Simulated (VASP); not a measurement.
AlRu, 2 atoms in the cell. It takes space group P4/mmm (No. 123, tetragonal). The conventional cell has a = 2.992 Å, b = 2.992 Å, c = 2.947 Å, α = 90.00°, β = 90.00°, γ = 90.00°. Within 3.4 Å of Al (site symmetry 4/mmm) lie 8 Ru at 2.58 Å and 6 Al at 2.95 to 2.99 Å. Within 3.4 Å of Ru (site symmetry 4/mmm) lie 8 Al at 2.58 Å and 6 Ru at 2.95 to 2.99 Å.  This cell differs from its parent crystal: strain -0.0150 x Voigt [0, 0, 1, 0, 0, 0].

```yaml
Program: VASP 6.6.1
Task: single point
Functional: PBE
Potentials_or_basis: VASP PAW PBE potentials, release 64 (Al, Ru_pv)
Cutoff: 520 eV
k_mesh: 16 × 16 × 16
Occupations: gaussian, width 0.15 eV
Spin: no spin polarisation
Dipole_correction: no
Further_INCAR_settings: ALGO = Fast; EDIFF = 1e-07; NBANDS = 16
```

Potentials or basis: VASP PAW PBE potentials, release 64 (Al, Ru_pv).

Run with:

```bash
$ cat potpaw_PBE.64/Al/POTCAR potpaw_PBE.64/Ru_pv/POTCAR > POTCAR
$ mpirun -np 1 vasp_std > vasp.out
```

Hardware: 1 thread of Intel(R) Xeon(R) Platinum 8375C CPU @ 2.90GHz (Ice Lake), on a shared host.

Q: Estimate the wall time of this run.

A: Wall time 82 s on 1 thread of Intel(R) Xeon(R) Platinum 8375C CPU @ 2.90GHz (Ice Lake) (shared host), peak memory 0.27 GiB. Counts: scf iterations 15, k points 405.
